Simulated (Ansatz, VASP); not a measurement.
## Two plane-wave programs on RbS2Br

```
Rb Br S
1.0
     4.17669    0.00000    0.00000
    -2.08834    3.61713    0.00000
    -2.08834    1.20571    7.77244
Rb Br S
1 1 2
Direct
  0.00000 0.00000 0.00000
  0.50000 0.50000 0.50000
  0.23240 0.76760 0.69720
  0.76760 0.23240 0.30280
```

Alike in both runs: task single point; functional PBE; k mesh 5 × 5 × 5; occupations fermi-dirac, width 0.0688 eV; no spin polarisation.

|  | VASP | Ansatz |
| --- | --- | --- |
| version | VASP 6.6.1 | Ansatz 0.2.0 |
| potentials or method | VASP PAW PBE potentials, release 64 (Rb_sv, Br, S), cutoff 520 eV | PAW plane waves |
| valence electrons in the cell | 28 | 28 |

```tsv
	VASP	Ansatz	Ansatz less VASP
gap on the k mesh at the Fermi level (eV)	none	none	-
pressure (GPa)	-0.5	-0.5	-0.01
traceless stress, the component that is largest in VASP (GPa)	-1.59	-1.59	-0.002
rms of the force components (eV/Å)	0.126	0.123	-0.0024
```

Atom by atom the forces differ by 0.002 eV/Å (rms over components). A gap of «none» marks a metal or a gap that the smearing closes. Ansatz's warnings: structure snapped to symmetry.
